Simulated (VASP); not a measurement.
# Zr2B3 (P6/mmm) in VASP: further runs

Zr2B3 is run at these levels: PBE; tasks: relaxation of cell and atoms, single point.

Program: VASP 6.6.1. These are calculated values, not measurements. Logs are shortened: lines on timing, memory, paths and dates and some standing lists are left out, and cuts for length are marked.

## 1. The cell of the first run

It takes space group P6/mmm (No. 191, hexagonal). Conventional cell: a = 5.604 Å, b = 5.604 Å, c = 3.578 Å, α = 90.00°, β = 90.00°, γ = 120.00°. Zr (site symmetry -6m2) has 6 B at 2.41 Å and 3 Zr at 3.24 Å within 3.3 Å. B (site symmetry mmm) has 4 Zr at 2.41 Å and 4 B at 2.80 Å within 3.2 Å.

The cell was generated, and may not be a known phase.

## 2. Relaxation of cell and atoms, PBE

The input, INCAR:

```
SYSTEM = Zr2B3
ALGO = Normal
EDIFF = 1E-7
EDIFFG = -0.04
ENCUT = 600
GGA = PE
IBRION = 2
ISIF = 3
ISMEAR = 0
LASPH = .TRUE.
LCHARG = .FALSE.
LREAL = .FALSE.
LWAVE = .FALSE.
NELM = 100
NSW = 90
PREC = Accurate
SIGMA = 0.1
```

The input, KPOINTS:

```
k-points
0
G
  6 6 6
  0 0 0
```

The input, POSCAR:

```
Zr2B3
1.0
    5.6042608532      0.0000000000      0.0000000000
   -2.8021304266      4.8534322683      0.0000000000
    0.0000000000      0.0000000000      3.5777914135
Zr B
2 3
Direct
    0.3333333333      0.6666666667      0.5000000000
    0.6666666667      0.3333333333      0.5000000000
    0.5000000000      0.0000000000      0.0000000000
    0.0000000000      0.5000000000      0.0000000000
    0.5000000000      0.5000000000      0.0000000000
```

Potentials or basis: VASP PAW PBE potentials, release 64 (Zr_sv, B).

Command:

```bash
$ cat potpaw_PBE.64/Zr_sv/POTCAR potpaw_PBE.64/B/POTCAR > POTCAR
$ mpirun -np 1 vasp_std > vasp.out
```

OUTCAR:

```text
SYSTEM = Zr2B3
   EDIFF = 1E-7
   EDIFFG = -0.04
   ENCUT = 600
   GGA = PE
   IBRION = 2
   ISIF = 3
   ISMEAR = 0
   LASPH = .TRUE.
   LREAL = .FALSE.
   NELM = 100
   NSW = 90
   PREC = Accurate

 ion  position               nearest neighbor table
   1  0.333  0.667  0.500-   3 2.41   3 2.41   4 2.41   4 2.41   5 2.41   5 2.41   2 3.24   2 3.24
                             2 3.24
   2  0.667  0.333  0.500-   3 2.41   3 2.41   4 2.41   4 2.41   5 2.41   5 2.41   1 3.24   1 3.24
                             1 3.24
   3  0.500  0.000  0.000-   1 2.41   2 2.41   1 2.41   2 2.41
   4  0.000  0.500  0.000-   1 2.41   2 2.41   1 2.41   2 2.41
   5  0.500  0.500  0.000-   1 2.41   2 2.41   1 2.41   2 2.41

  LATTYP: Found a hexagonal cell.
 ALAT       =     5.6042608532
 C/A-ratio  =     0.6384055823

  Lattice vectors:

 A1 = (   5.6042608532,   0.0000000000,   0.0000000000)
 A2 = (  -2.8021304266,   4.8534322683,   0.0000000000)
 A3 = (   0.0000000000,   0.0000000000,   3.5777914135)

Analysis of symmetry for initial positions (statically):
=====================================================================
 Subroutine PRICEL returns:
 Original cell was already a primitive cell.

 Routine SETGRP: Setting up the symmetry group for a
 hexagonal supercell.

 Subroutine GETGRP returns: Found 24 space group operations
 (whereof 24 operations were pure point group operations)
 out of a pool of 24 trial point group operations.

The static configuration has the point symmetry D_6h.

Analysis of symmetry for dynamics (positions and initial velocities):
=====================================================================
 Subroutine PRICEL returns:
 Original cell was already a primitive cell.

 Routine SETGRP: Setting up the symmetry group for a
 hexagonal supercell.

 Subroutine GETGRP returns: Found 24 space group operations
 (whereof 24 operations were pure point group operations)
 out of a pool of 24 trial point group operations.

The dynamic configuration has the point symmetry D_6h.

 Subroutine INISYM returns: Found 24 space group operations
 (whereof 24 operations are pure point group operations),
 and found     1 'primitive' translations

[... 103 lines left out ...]
   NSW    =     90    number of steps for IOM
   IBRION =      2    ionic relax: 0-MD 1-quasi-New 2-CG
   NFREE  =      1    steps in history (QN), initial steepest desc. (CG)
   ISIF   =      3    stress and relaxation
   ISYM   =      2    0-nonsym 1-usesym 2-fastsym
   POTIM  = 0.5000    time-step for ionic-motion
   TEBEG  =    0.0;   TEEND  =   0.0 temperature during run
   PSTRESS=    0.0 pullay stress
   NELECT =      33.0000    total number of electrons
   NUPDOWN=      -1.0000    fix difference up-down
   EMIN   =  10.00;   EMAX   =-10.00  energy-range for DOS
   EFERMI =   0.00;   METHOD = LEGACY
   ISMEAR =     0;   SIGMA  =   0.10  broadening in eV -4-tet -1-fermi 0-gaus
   EFERMI_NEDOS =   21; number of points for ismear=-14 and -15
   IALGO  =     38    algorithm
   IMIX   =      4    mixing-type and parameters
     AMIX     =   0.40;   BMIX     =  1.00
     AMIX_MAG =   1.60;   BMIX_MAG =  1.00
  volume/ion in A,a.u.               =      19.46       131.34
  Fermi-wavevector in a.u.,A,eV,Ry     =   1.141612  2.157335 17.732187  1.303279
  Thomas-Fermi vector in A             =   2.278312
   LORBIT       =      0    0 simple, 1 ext, 2 COOP (PROOUT), +10 PAW based schemes
   GGA     = PE    functional components
   LHFCALC =     F    Hartree Fock is set to
   AEXX    =    0.0000 exact exchange contribution
   IVDW    =     0    specifies the selected vdW correction
   LEPSILON=     F    determine dielectric tensor
   LRPA    =     F    only Hartree local field effects (RPA)
 conjugate gradient relaxation of ions
 non-spin polarized calculation
 Gauss-broadening in eV      SIGMA  =   0.10
  energy-cutoff  :      600.00
  volume of cell :       97.32
 maximum number of plane-waves:      3266
 NGX is ok and might be reduce to    48
   NGX = 23   NGY = 23   NGZ = 15

--------------------------------------- Ionic step        1  -------------------------------------------

 number of electron      32.9999999 magnetization

 Free energy of the ion-electron system (eV)
  ---------------------------------------------------
  ext. energy  EPLUGINS =         0.00000000
  ---------------------------------------------------
  free energy    TOTEN  =       -33.64755195 eV

  energy without entropy =      -33.62463081  energy(sigma->0) =      -33.63609138

------------------------ aborting loop because EDIFF is reached ----------------------------------------

  FORCE on cell =-STRESS in cart. coord.  units (eV):
  Direction    XX          YY          ZZ          XY          YZ          ZX
  --------------------------------------------------------------------------------------
  -------------------------------------------------------------------------------------
  Total       -0.1788990     -0.1788990      0.8109127      0.0000000     -0.0000000      0.0000000
  in kB       -2.9453454     -2.9453454     13.3506486      0.0000000     -0.0000000      0.0000000
  external PRESSURE =       2.4866526 kB  Pullay stress =       0.0000000 kB
[... 104 lines left out ...]
--------------------------------------- Ionic step        4  -------------------------------------------

 number of electron      33.0000000 magnetization

 Free energy of the ion-electron system (eV)
  ---------------------------------------------------
  ext. energy  EPLUGINS =         0.00000000
  ---------------------------------------------------
  free energy    TOTEN  =       -33.65349583 eV

  energy without entropy =      -33.62994109  energy(sigma->0) =      -33.64171846

 E-fermi :   3.4749     XC(G=0):  -9.2582

 val. band max:        3.4647739143   @ k =   0.3333   0.1667   0.0000
 cond. band min:       3.4793912681   @ k =   0.1667   0.1667   0.0000
 fundamental gap:      0.0146173538
 Fermi energy:         3.4749120136

 k-point     1 :       0.0000    0.0000    0.0000
  band No.  band energies     occupation
      1     -43.9083      2.00000
      2     -43.8364      2.00000
      3     -22.1957      2.00000
      4     -22.1957      2.00000
      5     -21.9234      2.00000
      6     -21.8287      2.00000
[... 541 lines left out ...]
     19       6.3012      0.00000
     20       6.4428      0.00000

 [... further k-points ...]

------------------------ aborting loop because EDIFF is reached ----------------------------------------

  FORCE on cell =-STRESS in cart. coord.  units (eV):
  Direction    XX          YY          ZZ          XY          YZ          ZX
  --------------------------------------------------------------------------------------
  -------------------------------------------------------------------------------------
  Total       -0.1256354     -0.1256354     -0.0633211      0.0000000      0.0000000      0.0000000
  in kB       -2.0754078     -2.0754078     -1.0460192      0.0000000      0.0000000      0.0000000
  external PRESSURE =      -1.7322783 kB  Pullay stress =       0.0000000 kB
[... 20 lines left out ...]
  FREE ENERGIE OF THE ION-ELECTRON SYSTEM (eV)
  ---------------------------------------------------
  free  energy   TOTEN  =       -33.6534958280 eV

  energy  without entropy=      -33.6299410905  energy(sigma->0) =      -33.64171846

 reached required accuracy - stopping structural energy minimisation
```

It took 6 min on 1 thread of Intel Xeon 8259CL, shared host; peak memory 0.29 GiB.

Results:

| Property | Result |
| --- | --- |
| Free energy | -33.6535 eV |
| Relaxed volume | 19.40 Å³/atom |
| Relaxed cell | a = 5.566 Å, b = 5.566 Å, c = 3.615 Å, α = 90.00°, β = 90.00°, γ = 120.00° |
| Space group after relaxing (to 0.1 Å) | P6/mmm (No. 191) |
| Energy gained by relaxing | 1.2 meV/atom |
| Ionic steps | 4 |
| Pressure after relaxing | -0.2 GPa |
| Band gap on the k mesh | zero (an odd number of electrons rules out a gap without spin polarisation) |

Step by step:
| step | energy change (eV) | largest force (eV/Å) | pressure (GPa) | volume (Å³) |
| --- | --- | --- | --- | --- |
| 1 | 0.0000 | 0.0000 | 0.25 | 97.32 |
| 2 | -0.0034 | 0.0000 | -0.58 | 97.74 |
| 3 | -0.0034 | 0.0000 | -0.57 | 97.73 |
| 4 | -0.0059 | 0.0000 | -0.17 | 96.99 |

Final structure:
```
CELL_PARAMETERS angstrom
5.56625 0.00000 0.00000
-2.78313 4.82052 0.00000
0.00000 0.00000 3.61462
ATOMIC_POSITIONS crystal
Zr 0.33333 0.66667 0.50000
Zr 0.66667 0.33333 0.50000
B 0.50000 0.00000 0.00000
B 0.00000 0.50000 0.00000
B 0.50000 0.50000 0.00000
```

Levels at points of the mesh, in eV from the Fermi level:
```
           k point  band 13  band 14  band 15  band 16  band 17  band 18  band 19  band 20
(0.00, 0.00, 0.00)    -1.03    -1.03    -0.71    -0.71    -0.05     2.03     3.54     3.54
(0.50, 0.00, 0.00)    -0.87    -0.80    -0.26    -0.19    -0.17     0.65     1.75     3.92
(0.00, 0.00, 0.50)    -1.38    -1.38    -0.85    -0.35    -0.35     2.17     2.17     3.46
(0.50, 0.00, 0.50)    -1.18    -1.14    -0.52    -0.05     0.08     1.70     2.33     2.74
```

## 3. Single point, PBE, collinear spin

This run uses another cell than the first one, of 19.33 Å³/atom.

The input, INCAR:

```
SYSTEM = Zr2B3
PREC     = Accurate       ! precision mode
ENCUT    = 520            ! plane-wave cutoff, eV
EDIFF    = 1E-7           ! SCF threshold, eV
ISMEAR   = 0              ! smearing method
SIGMA    = 0.1            ! smearing width, eV
LREAL    = .False.        ! projectors in reciprocal space
LASPH    = .True.         ! aspherical terms in the spheres
NELM     = 150            ! most SCF steps
ALGO     = Normal         ! electronic algorithm
ISIF     = 2              ! what is computed and relaxed
LWAVE    = .False.        ! write WAVECAR
LCHARG   = .True.         ! write CHGCAR
ISPIN    = 2              ! spin polarisation
MAGMOM   = 1 1 0 0 0      ! initial moments
LORBIT   = 11             ! projections on sites
LMAXMIX  = 4              ! l up to which the mixer works
GGA      = PE             ! functional
LELF     = .True.         ! ELF
LVHAR    = .True.       
NBANDS   = 28             ! bands
```

The input, KPOINTS:

```
Automatic mesh
0
Gamma
  6 6 6
  0 0 0
```

Edit POSCAR of step 2 so:

```diff
@@ -2,5 +2,5 @@
 1.0
-    5.6042608532      0.0000000000      0.0000000000
-   -2.8021304266      4.8534322683      0.0000000000
-    0.0000000000      0.0000000000      3.5777914135
+    5.5485803998      0.0000000000      0.0000000000
+   -2.7742901999      4.8052115811      0.0000000000
+    0.0000000000      0.0000000000      3.6245247713
 Zr B
```

Potentials or basis: VASP PAW PBE potentials, release 64 (Zr_sv, B).

Command:

```bash
$ cat potpaw_PBE.64/Zr_sv/POTCAR potpaw_PBE.64/B/POTCAR > POTCAR
$ mpirun -np 1 vasp_std > vasp.out
```

Run time: 4.3 min. Hardware: 1 thread of Intel Xeon 8259CL, shared host; peak memory 0.31 GiB.

Results (log left out):

```yaml
Free_energy: -33.6516 eV
Pressure: -0.1 GPa
Net_moment: 0.00 μB per cell
Valence_electrons_inside_the_program's_atomic_spheres: Zr 9.90; B 1.66
```

Stress tensor (GPa, compression positive):
```
 0.00  0.00  0.00
 0.00  0.00  0.00
 0.00  0.00 -0.27
```

Levels at points of the mesh, in eV from the Fermi level:
Spin up:
| k point | band 15 | band 16 | band 17 | band 18 | band 19 | band 20 |
| --- | --- | --- | --- | --- | --- | --- |
| (0.00, 0.00, 0.00) | -0.74 | -0.74 | -0.07 | 1.99 | 3.54 | 3.54 |
| (0.50, 0.00, 0.00) | -0.29 | -0.19 | -0.17 | 0.62 | 1.77 | 3.93 |
| (0.00, 0.00, 0.50) | -0.89 | -0.33 | -0.33 | 2.16 | 2.16 | 3.39 |
| (0.50, 0.00, 0.50) | -0.51 | -0.02 | 0.10 | 1.67 | 2.35 | 2.75 |
Spin down:
```csv
k point,band 15,band 16,band 17,band 18,band 19,band 20
"(0.00, 0.00, 0.00)",-0.74,-0.74,-0.07,1.99,3.54,3.54
"(0.50, 0.00, 0.00)",-0.29,-0.19,-0.17,0.62,1.77,3.93
"(0.00, 0.00, 0.50)",-0.89,-0.33,-0.33,2.16,2.16,3.39
"(0.50, 0.00, 0.50)",-0.51,-0.02,0.10,1.67,2.35,2.75
```
